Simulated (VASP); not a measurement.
# MoS2 (P-3m1) in VASP: a series of runs, part 2 of 2

VASP 6.6.1.

**4. Single point, PBE+D3(BJ)**

This run uses another cell than the first one, of 17.94 Å³/atom.

The input, INCAR:

```
PREC = Accurate
ENCUT = 520
EDIFF = 1E-7
ISMEAR = 0
SIGMA = 0.05
LREAL = False
LASPH = True
NELM = 80
ALGO = Normal
ISIF = 2
LWAVE = False
LCHARG = True
GGA = PE
IVDW = 12
LELF = True
LVHAR = True
NBANDS = 35
```

The input, KPOINTS:

```
regular mesh
0
Gamma
  12 12 4
```

The input, POSCAR:

```
MoS2
1.0
    3.1493479319      0.0000000000      0.0000000000
   -1.5746739660      2.7274153144      0.0000000000
    0.0000000000      0.0000000000     12.5312000000
Mo S
2 4
Direct
    0.6666666667      0.3333333333      0.2501439769
    0.3333333333      0.6666666667      0.7498560231
    0.3333333333      0.6666666667      0.3795985159
    0.6666666667      0.3333333333      0.8793132861
    0.3333333333      0.6666666667      0.1206867139
    0.6666666667      0.3333333333      0.6204014841
```

Potentials or basis: VASP PAW PBE potentials, release 64 (Mo_sv, S).

Command:

```console
$ cat potpaw_PBE.64/Mo_sv/POTCAR potpaw_PBE.64/S/POTCAR > POTCAR
$ mpirun -np 1 vasp_std > vasp.out
```

OUTCAR:

```text
PREC = Accurate
   ENCUT = 520
   EDIFF = 1E-7
   ISMEAR = 0
   LREAL = False
   LASPH = True
   NELM = 80
   ISIF = 2
   GGA = PE
   IVDW = 12
 IVDW          = 12

 ion  position               nearest neighbor table
   1  0.667  0.333  0.250-   3 2.44   3 2.44   3 2.44   5 2.44   5 2.44   5 2.44
   2  0.333  0.667  0.750-   6 2.44   6 2.44   6 2.44   4 2.44   4 2.44   4 2.44
   3  0.333  0.667  0.380-   1 2.44   1 2.44   1 2.44
   4  0.667  0.333  0.879-   2 2.44   2 2.44   2 2.44
   5  0.333  0.667  0.121-   1 2.44   1 2.44   1 2.44
   6  0.667  0.333  0.620-   2 2.44   2 2.44   2 2.44

  LATTYP: Found a hexagonal cell.
 ALAT       =     3.1493479319
 C/A-ratio  =     3.9789824024

  Lattice vectors:

 A1 = (   3.1493479319,   0.0000000000,   0.0000000000)
 A2 = (  -1.5746739660,   2.7274153144,   0.0000000000)
 A3 = (   0.0000000000,   0.0000000000,  12.5312000000)

Analysis of symmetry for initial positions (statically):
=====================================================================
 Subroutine PRICEL returns:
 Original cell was already a primitive cell.

 Routine SETGRP: Setting up the symmetry group for a
 hexagonal supercell.

 Subroutine GETGRP returns: Found 12 space group operations
 (whereof 12 operations were pure point group operations)
 out of a pool of 24 trial point group operations.

The static configuration has the point symmetry D_3d.

Analysis of symmetry for dynamics (positions and initial velocities):
=====================================================================
 Subroutine PRICEL returns:
 Original cell was already a primitive cell.

 Routine SETGRP: Setting up the symmetry group for a
 hexagonal supercell.

 Subroutine GETGRP returns: Found 12 space group operations
 (whereof 12 operations were pure point group operations)
 out of a pool of 24 trial point group operations.

The dynamic configuration has the point symmetry D_3d.

 Subroutine INISYM returns: Found 12 space group operations
 (whereof 12 operations are pure point group operations),
 and found     1 'primitive' translations

----------------------------------------------------------------------------------------

                                     Primitive cell

  volume of cell :     107.6377

  direct lattice vectors                    reciprocal lattice vectors
     3.149347932  0.000000000  0.000000000     0.317526047  0.183323749  0.000000000
    -1.574673966  2.727415314  0.000000000     0.000000000  0.366647498  0.000000000
     0.000000000  0.000000000 12.531200000     0.000000000  0.000000000  0.079800817

  length of vectors
     3.149347932  3.149347932 12.531200000     0.366647498  0.366647498  0.079800817

  position of ions in fractional coordinates (direct lattice)
     0.666666667  0.333333333  0.250143977
     0.333333333  0.666666667  0.749856023
     0.333333333  0.666666667  0.379598516
     0.666666667  0.333333333  0.879313286
     0.333333333  0.666666667  0.120686714
     0.666666667  0.333333333  0.620401484

  ion indices of the primitive-cell ions
   primitive index   ion index
                 1           1
                 2           2
                 3           3
                 4           4
                 5           5
                 6           6
[... 29 lines left out ...]
  0.000000  0.000000  0.000000      1.000000
  0.083333  0.000000  0.000000      6.000000
  0.166667  0.000000  0.000000      6.000000
  0.250000  0.000000  0.000000      6.000000
  0.333333  0.000000  0.000000      6.000000
  0.416667  0.000000  0.000000      6.000000
[... 16 lines left out ...]
  0.166667  0.000000  0.250000      6.000000
  0.000000  0.166667  0.250000      6.000000
 [... further k-points ...]
   k-points           NKPTS =     69   k-points in BZ     NKDIM =     69   number of bands    NBANDS=     35
   number of dos      NEDOS =    301   number of ions     NIONS =      6
   total plane-waves  NPLWV =  55296
   dimension x,y,z NGX =    24 NGY =   24 NGZ =   96
   dimension x,y,z NGXF=    48 NGYF=   48 NGZF=  192
   ions per type =               2   4
   NGX,Y,Z   is equivalent  to a cutoff of  12.67, 12.67, 12.74 a.u.
   NGXF,Y,Z  is equivalent  to a cutoff of  25.34, 25.34, 25.47 a.u.
 SYSTEM =  unknown system
   PREC   = accura    normal or accurate (medium, high low for compatibility)
   ISTART =      0    job   : 0-new  1-cont  2-samecut
   ICHARG =      2    charge: 1-file 2-atom 10-const
   ISPIN  =      1    spin polarized calculation?
   LNONCOLLINEAR =      F non collinear calculations
   LSORBIT =      F    spin-orbit coupling
   LASPH  =      T    aspherical Exc in radial PAW
   ENCUT  =  520.0 eV  38.22 Ry    6.18 a.u.   5.86  5.86 23.30*2*pi/ulx,y,z
   NELM   =     80;   NELMIN=  2; NELMDL= -5     # of ELM steps
   EDIFF  = 0.1E-06   stopping-criterion for ELM
   LREAL  =      F    real-space projection
   EDIFFG = 0.1E-05   stopping-criterion for IOM
   NSW    =      0    number of steps for IOM
   IBRION =     -1    ionic relax: 0-MD 1-quasi-New 2-CG
   NFREE  =      0    steps in history (QN), initial steepest desc. (CG)
   ISIF   =      2    stress and relaxation
   ISYM   =      2    0-nonsym 1-usesym 2-fastsym
   POTIM  = 0.5000    time-step for ionic-motion
   TEBEG  =    0.0;   TEEND  =   0.0 temperature during run
   PSTRESS=    0.0 pullay stress
   NELECT =      52.0000    total number of electrons
   NUPDOWN=      -1.0000    fix difference up-down
   EMIN   =  10.00;   EMAX   =-10.00  energy-range for DOS
   EFERMI =   0.00;   METHOD = LEGACY
   ISMEAR =     0;   SIGMA  =   0.05  broadening in eV -4-tet -1-fermi 0-gaus
   EFERMI_NEDOS =   21; number of points for ismear=-14 and -15
   IALGO  =     38    algorithm
   IMIX   =      4    mixing-type and parameters
     AMIX     =   0.40;   BMIX     =  1.00
     AMIX_MAG =   1.60;   BMIX_MAG =  1.00
  volume/ion in A,a.u.               =      17.94       121.06
  Fermi-wavevector in a.u.,A,eV,Ry     =   1.284560  2.427467 22.450900  1.650095
  Thomas-Fermi vector in A             =   2.416747
   LORBIT       =      0    0 simple, 1 ext, 2 COOP (PROOUT), +10 PAW based schemes
   GGA     = PE    functional components
   LHFCALC =     F    Hartree Fock is set to
   AEXX    =    0.0000 exact exchange contribution
   IVDW    =    12    specifies the selected vdW correction
   LEPSILON=     F    determine dielectric tensor
   LRPA    =     F    only Hartree local field effects (RPA)
 non-spin polarized calculation
 Gauss-broadening in eV      SIGMA  =   0.05
  energy-cutoff  :      520.00
  volume of cell :      107.64
 maximum number of plane-waves:      2926
   NGX = 11   NGY = 11   NGZ = 47

 number of electron      52.0000003 magnetization

 Free energy of the ion-electron system (eV)
  ---------------------------------------------------
  ext. energy  EPLUGINS =         0.00000000
  ---------------------------------------------------
  free energy    TOTEN  =       -43.51564306 eV

  energy without entropy =      -43.51564306  energy(sigma->0) =      -43.51564306

 E-fermi :   7.5049     XC(G=0): -10.8314

 val. band max:        7.1919868037   @ k =   0.0000   0.0000   0.0000
 cond. band min:       8.1438633746   @ k =   0.1667   0.1667   0.0000
 fundamental gap:      0.9518765708
 Fermi energy:         7.5049151594

 k-point     1 :       0.0000    0.0000    0.0000
  band No.  band energies     occupation
      1     -54.0775      2.00000
      2     -54.0775      2.00000
      3     -28.2234      2.00000
      4     -28.2234      2.00000
      5     -27.9719      2.00000
      6     -27.9719      2.00000
[... 901 lines left out ...]
     34      10.1763      0.00000
     35      14.5547      0.00000

 [... further k-points ...]

------------------------ aborting loop because EDIFF is reached ----------------------------------------

 Edisp (eV)   -2.53008

 E8    (eV) :    -1.0205

  FORCE on cell =-STRESS in cart. coord.  units (eV):
  Direction    XX          YY          ZZ          XY          YZ          ZX
  --------------------------------------------------------------------------------------
  -------------------------------------------------------------------------------------
  Total      -2.15665    -2.15665    -6.92693     0.00000     0.00000     0.00000
  in kB     -32.10156   -32.10156  -103.10661     0.00000     0.00000     0.00000
  external pressure =      -55.77 kB  Pullay stress =        0.00 kB

 VOLUME and BASIS-vectors are now :
 -----------------------------------------------------------------------------
  energy-cutoff  :      520.00
  volume of cell :      107.64
      direct lattice vectors                 reciprocal lattice vectors
     3.149347932  0.000000000  0.000000000     0.317526047  0.183323749  0.000000000
    -1.574673966  2.727415314  0.000000000     0.000000000  0.366647498  0.000000000
     0.000000000  0.000000000 12.531200000     0.000000000  0.000000000  0.079800817

 POSITION                                       TOTAL-FORCE (eV/Angst)
 -----------------------------------------------------------------------------------
      1.57467      0.90914      3.13460        -0.000000     -0.000000     -0.001020
     -0.00000      1.81828      9.39660         0.000000      0.000000      0.001020
     -0.00000      1.81828      4.75682         0.000000      0.000000     -0.954728
      1.57467      0.90914     11.01885         0.000000     -0.000000     -0.953071
     -0.00000      1.81828      1.51235         0.000000      0.000000      0.953071
      1.57467      0.90914      7.77438        -0.000000     -0.000000      0.954728
 -----------------------------------------------------------------------------------
    total drift:                               -0.000000      0.000000      0.000000

  FREE ENERGIE OF THE ION-ELECTRON SYSTEM (eV)
  ---------------------------------------------------
  free  energy   TOTEN  =       -46.0457251703 eV

  energy  without entropy=      -46.0457251703  energy(sigma->0) =      -46.04572517
```

stdout:

```text
POSCAR found type information on POSCAR MoS
 POSCAR found :  2 types and       6 ions
 scaLAPACK will be used
 LDA part: xc-table for (Slater+PW92), standard interpolation
 POSCAR, INCAR and KPOINTS ok, starting setup
 FFT: planning ... GRIDC
 FFT: planning ... GRID_SOFT
 FFT: planning ... GRID
 WAVECAR not read
 entering main loop
```

It took 3 min on 1 thread of Intel Xeon Platinum 8488C (Sapphire Rapids), shared host; peak memory 0.36 GiB.

Results:

| Item | Value |
| --- | --- |
| Free energy | -46.0457 eV |
| Pressure | -5.6 GPa |
| Largest force | 0.955 eV/Å |
| Band gap on the k mesh | 0.95 eV (least direct gap 1.79 eV) |
| Dispersion energy per atom | -0.422 eV |

Forces on the atoms (eV/Å):
```
Mo   0.000  0.000 -0.001
Mo   0.000  0.000  0.001
S    0.000  0.000 -0.955
S    0.000  0.000 -0.953
S    0.000  0.000  0.953
S    0.000  0.000  0.955
```

Stress tensor (GPa, compression positive):
```
 -3.21   0.00   0.00
  0.00  -3.21   0.00
  0.00   0.00 -10.31
```

Levels at points of the mesh, in eV from the valence-band top:
```tsv
k point	band 24	band 25	band 26	band 27	band 28	band 29
(0.00, 0.00, 0.00)	-1.14	-1.13	0.00	2.37	2.37	2.41
(0.50, 0.00, 0.00)	-1.15	-1.07	-1.07	1.98	2.01	2.23
(0.00, 0.00, 0.50)	-1.63	-0.26	-0.26	2.37	2.37	2.37
(0.50, 0.00, 0.50)	-1.18	-1.10	-1.10	1.99	1.99	2.41
```

Caveat: the stress differs along the axes, from -10 to -3 GPa. A k mesh can miss the band edges.

**5. Summary**

```csv
cell,gap on the mesh (eV),pressure (GPa),largest force (eV/Å)
"a = 3.086, b = 3.086, c = 12.967 Å, angles 90.0, 90.0, 120.0°, 6 atoms",1.02,-5.2,1.48
"a = 3.118, b = 3.118, c = 12.749 Å, angles 90.0, 90.0, 120.0°, 6 atoms",1.05,-5.4,1.22
"a = 3.149, b = 3.149, c = 12.531 Å, angles 90.0, 90.0, 120.0°, 6 atoms",0.95,-5.6,0.95
```

Alike in all rows: task single point; level PBE+D3(BJ); potentials or basis VASP PAW PBE potentials, release 64 (Mo_sv, S); no spin polarisation; k mesh 12 × 12 × 4; cutoff (eV) 520; smearing gaussian 0.05 eV.

Caveats: forces of over 1 eV/Å act on the atoms, so gaps and moduli don't describe the material at rest (at least some runs); the stress differs along the axes, from -17 to 1 GPa (at least some runs); the stress differs along the axes, from -14 to -1 GPa (at least some runs); the stress differs along the axes, from -10 to -3 GPa (at least some runs).

Absolute energies hang on the potentials; compare differences alone.
